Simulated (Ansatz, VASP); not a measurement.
# FeNi3: VASP beside Ansatz

```
Fe Ni
1.0
     3.46685    0.00000    0.00000
     0.00000    3.46685    0.00000
     0.00000    0.00000    3.46685
Fe Ni
1 3
Direct
  0.00000 0.00000 0.00000
  0.00000 0.50000 0.50000
  0.50000 0.00000 0.50000
  0.50000 0.50000 0.00000
```

Alike in both runs: task single point; functional r2SCAN; k mesh 12 × 12 × 12; occupations gaussian, width 0.05 eV; collinear spin.

|  | VASP | Ansatz |
| --- | --- | --- |
| version | VASP 6.6.1 | Ansatz 0.2.0 |
| potentials or method | VASP PAW PBE potentials, release 64 (Fe, Ni), cutoff 520 eV | scalar-relativistic, plane waves, PAW |
| valence electrons in the cell | 38 | 70 |

|  | VASP | Ansatz | Ansatz less VASP |
| --- | --- | --- | --- |
| gap on the k mesh at the Fermi level (eV) | none | none | - |
| pressure (GPa) | 9.6 | 9.5 | -0.11 |
| net moment per atom (μB) | 1.30 | 1.31 | +0.007 |
| size of the moment on the site where the two differ most (μB) | 0.72 | 0.80 | +0.081 |

VASP's potentials were made for PBE, not for r2SCAN. Site moments also hang on the region over which each program counts them. A gap of «none» marks a metal or a gap that the smearing closes. VASP's potentials hold 38 valence electrons a cell and Ansatz's 70, so a difference there can come from the potentials and not from the codes. Ansatz's warnings: stability check not made.
